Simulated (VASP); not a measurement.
Cr, 1 atom in the cell. The structure is cubic, space group Im-3m (No. 229). The conventional cell has a = 2.949 Å, b = 2.949 Å, c = 2.949 Å, α = 90.00°, β = 90.00°, γ = 90.00°. Cr (site symmetry m-3m) has 14 Cr at 2.55 to 2.95 Å within 3.4 Å. 

- Program: VASP 6.6.1
- Task: single point
- Functional: PBEsol
- Potentials or basis: VASP PAW PBE potentials, release 64 (Cr_pv)
- Cutoff: 520 eV
- k mesh: 12 × 12 × 12
- Occupations: fermi-dirac, width 0.05 eV
- Spin: collinear spin, ferromagnetic start
- Starting moments: [3.0] μB
- Dipole correction: no
- Further INCAR settings: ALGO = Normal; EDIFF = 1e-06; NBANDS = 16

Potentials or basis: VASP PAW PBE potentials, release 64 (Cr_pv).

The run is started by

```sh
$ cat potpaw_PBE.64/Cr_pv/POTCAR > POTCAR
$ mpirun -np 1 vasp_std > vasp.out
```

Hardware: 1 thread of Intel(R) Xeon(R) Platinum 8259CL CPU @ 2.50GHz (Skylake/Cascade Lake), on a shared host.

Q: How long does it take, and how much memory?

A: Run time: 21 s on 1 thread of Intel(R) Xeon(R) Platinum 8259CL CPU @ 2.50GHz (Skylake/Cascade Lake), on a shared host, peak memory 0.14 GiB. Counts: scf iterations 12, k points 72.
